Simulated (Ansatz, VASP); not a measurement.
One calculation of MoS2, two programs

File INCAR:

```
SYSTEM = MoS2
PREC = Accurate
ENCUT = 520
EDIFF = 1E-6
ISMEAR = 0
SIGMA = 0.05
LREAL = .FALSE.
LASPH = .TRUE.
NELM = 60
ALGO = Normal
ISIF = 2
LWAVE = .FALSE.
LCHARG = .TRUE.
GGA = PE
IVDW = 12
LELF = .TRUE.
LVHAR = .TRUE.
NBANDS = 35
```

The input KPOINTS:

```
Automatic mesh
0
G
  12 12 4
  0 0 0
```

POSCAR

```
MoS2
1.0
    3.1493579417      0.0000000000      0.0000000000
   -1.5746789709      2.7274239831      0.0000000000
    0.0000000000      0.0000000000     12.0917670417
Mo S
2 4
Direct
    0.3333333333      0.6666666667      0.2500000000
    0.6666666667      0.3333333333      0.7500000000
    0.3266787024      0.6533574048      0.6155347464
    0.6600120357      0.3200240715      0.1155347464
    0.3399879643      0.6799759285      0.8844652536
    0.6733212976      0.3466425952      0.3844652536
```

Input for Ansatz:

```yaml
crystal:
  lattice:
    - [3.1493579417, 0.0, 0.0]
    - [-1.5746789709, 2.7274239831, 0.0]
    - [0.0, 0.0, 12.0917670417]
  atoms:
    - { symbol: Mo, position: [0.3333333333, 0.6666666667, 0.25] }
    - { symbol: Mo, position: [0.6666666667, 0.3333333333, 0.75] }
    - { symbol: S, position: [0.3266787024, 0.6533574048, 0.6155347464] }
    - { symbol: S, position: [0.6600120357, 0.3200240715, 0.1155347464] }
    - { symbol: S, position: [0.3399879643, 0.6799759285, 0.8844652536] }
    - { symbol: S, position: [0.6733212976, 0.3466425952, 0.3844652536] }
basis:
  ecutwfc: 420
kpoints:
  mp_grid: { grid: [12, 12, 4] }
hamiltonian:
  xc: pbe
  pseudopotentials: { kind: paw, azcp: { folder: soft_1 } }
  dispersion: d3bj
scf:
  occupations: { method: gaussian, width: 0.05 }
output:
  forces: true
  stress: true
  eigenvalues: true
```

Change from the starting cell: mode 10 frozen in at -0.036 Å and mode 16 at -0.060 Å (largest displacements).

Alike in both runs: task single point; functional PBE; dispersion D3(BJ); k mesh 12 × 12 × 4; occupations gaussian, width 0.05 eV; no spin polarisation.

```csv
,VASP,Ansatz
version,VASP 6.6.1,Ansatz 0.2.0
potentials or method,"VASP PAW PBE potentials, release 64 (Mo_sv, S), cutoff 520 eV","scalar-relativistic, plane waves, PAW"
valence electrons in the cell,52,52
```

|  | VASP | Ansatz | Ansatz less VASP |
| --- | --- | --- | --- |
| gap on the k mesh at the Fermi level (eV) | 0.73 | 0.72 | -0.015 |
| least direct gap on the mesh (eV) | 1.76 | 1.76 | -0.003 |
| pressure (GPa) | -5.6 | -5.5 | +0.13 |
| traceless stress, the component that is largest in VASP (GPa) | -4.30 | -4.26 | +0.037 |
| rms of the force components (eV/Å) | 0.540 | 0.535 | -0.0048 |

Atom by atom the forces differ by 0.005 eV/Å (rms over components).
